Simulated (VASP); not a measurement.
The system is YTaI6.

```
Y Ta I
1.0
     6.15000    0.00000    0.00000
     0.00000    6.15000    0.00000
     0.00000    0.00000   12.30000
Y Ta I
1 1 6
Direct
  0.00000 0.00000 0.00000
  0.00000 0.00000 0.50000
  0.50000 0.00000 0.00000
  0.00000 0.50000 0.00000
  0.00000 0.00000 0.25284
  0.50000 0.00000 0.50000
  0.00000 0.50000 0.50000
  0.00000 0.00000 0.74716
```

- Program: VASP 6.6.1
- Task: relaxation of cell and atoms
- Functional: PBE
- Potentials or basis: VASP PAW PBE potentials, release 64 (Y_sv, Ta_pv, I)
- Cutoff: 600 eV
- k mesh: 4 × 4 × 2
- Occupations: gaussian, width 0.1 eV
- Spin: no spin polarisation

At the start: pressure -3.0 GPa; volume 58.15 Å³/atom.

Q: How do energy, volume and symmetry change on relaxing?

A: Over 5 steps the energy falls by 104.4 meV/atom and the volume is 49.23 Å³/atom (-15.3 %); space group P4/mmm (No. 123, to 0.1 Å) before and after.

Step by step:
```tsv
step	energy change (eV)	largest force (eV/Å)	pressure (GPa)	volume (Å³)
1	0.0000	0.7253	-2.95	465.22
2	-0.8088	0.4990	-0.17	396.72
3	-0.8118	0.4679	0.08	393.00
4	-0.8294	0.2382	0.08	393.40
5	-0.8354	0.0152	0.09	393.81
```

Final structure:
```
Y Ta I
1.0
     5.81020    0.00000    0.00000
     0.00000    5.81020    0.00000
     0.00000    0.00000   11.66552
Y Ta I
1 1 6
Direct
  0.00000 0.00000 0.00000
  0.00000 0.00000 0.50000
  0.50000 0.00000 0.00000
  0.00000 0.50000 0.00000
  0.00000 0.00000 0.25992
  0.50000 0.00000 0.50000
  0.00000 0.50000 0.50000
  0.00000 0.00000 0.74008
```

Caveat: the volume moved by over 15 % at a fixed basis, so the end points are rough.
